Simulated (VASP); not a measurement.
Here is a VASP 6.6.1 calculation.

INCAR

```
ALGO = Normal ; EDIFF = 1E-7
EDIFFG = -0.02 ; ENCUT = 520
GGA = PE ; GGA_COMPAT = F
IBRION = 2 ; ISIF = 2
ISMEAR = -1 ; LASPH = T
LCHARG = F ; LREAL = F
LWAVE = F ; NELM = 120
NELMIN = 4 ; NSW = 80
PREC = Accurate ; SIGMA = 0.02
```

Contents of KPOINTS:

```
k-points
0
Gamma
  7 7 7
```

Contents of POSCAR:

```
Cu2O
1.0
    4.2685000000      0.0000000000      0.0000000000
    0.0000000000      4.2685000000      0.0000000000
    0.0000000000      0.0000000000      4.3111850000
Cu O
4 2
Direct
    0.2500000000      0.2500000000      0.2500000000
    0.2500000000      0.7500000000      0.7500000000
    0.7500000000      0.7500000000      0.2500000000
    0.7500000000      0.2500000000      0.7500000000
    0.0000000000      0.0000000000      0.0000000000
    0.5000000000      0.5000000000      0.5000000000
```

Potentials or basis: VASP PAW PBE potentials, release 64 (Cu, O).

Launch:

```bash
$ cat potpaw_PBE.64/Cu/POTCAR potpaw_PBE.64/O/POTCAR > POTCAR
$ mpirun -np 1 vasp_std > vasp.out
```

Problem. Predict the band gap on the k mesh.

Solution. 0.50 eV.

Final structure:
```
Cu O
1.0
     4.26850    0.00000    0.00000
     0.00000    4.26850    0.00000
     0.00000    0.00000    4.31119
Cu O
4 2
Direct
  0.25000 0.25000 0.25000
  0.25000 0.75000 0.75000
  0.75000 0.75000 0.25000
  0.75000 0.25000 0.75000
  0.00000 0.00000 0.00000
  0.50000 0.50000 0.50000
```

Caveat: the cell differs from its parent crystal (z stretched by +1 %); semilocal functionals underestimate gaps, and a narrow one can read as zero. A k mesh can miss the band edges.
